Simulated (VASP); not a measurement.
A run of VASP 6.6.1:

INCAR

```
ALGO = Normal
EDIFF = 1E-7
ENCUT = 520
GGA = PE
ISIF = 2
ISMEAR = 0
LASPH = T
LCHARG = F
LREAL = F
LWAVE = F
NBANDS = 11
NELM = 60
PREC = Accurate
SIGMA = 0.01
```

File KPOINTS:

```
k-points
0
Gamma
  8 8 8
```

The input POSCAR:

```
AlN
1.0
    0.0000000000      2.2015794267      2.2015794267
    2.2015794267      0.0000000000      2.2015794267
    2.2015794267      2.2015794267      0.0000000000
Al N
1 1
Direct
    0.0000000000      0.0000000000      0.0000000000
    0.7500000000      0.7500000000      0.7500000000
```

Potentials or basis: VASP PAW PBE potentials, release 64 (Al, N).

Run with:

```sh
$ cat potpaw_PBE.64/Al/POTCAR potpaw_PBE.64/N/POTCAR > POTCAR
$ mpirun -np 1 vasp_std > vasp.out
```

Hardware: 1 thread of Intel(R) Xeon(R) Platinum 8259CL CPU @ 2.50GHz (Skylake/Cascade Lake) (shared host).

Problem. How long does it take, and how much memory?

Solution. It took 6.4 s on 1 thread of Intel(R) Xeon(R) Platinum 8259CL CPU @ 2.50GHz (Skylake/Cascade Lake), with other jobs on the host, peak memory 0.13 GiB. Counts: scf iterations 13, k points 29.
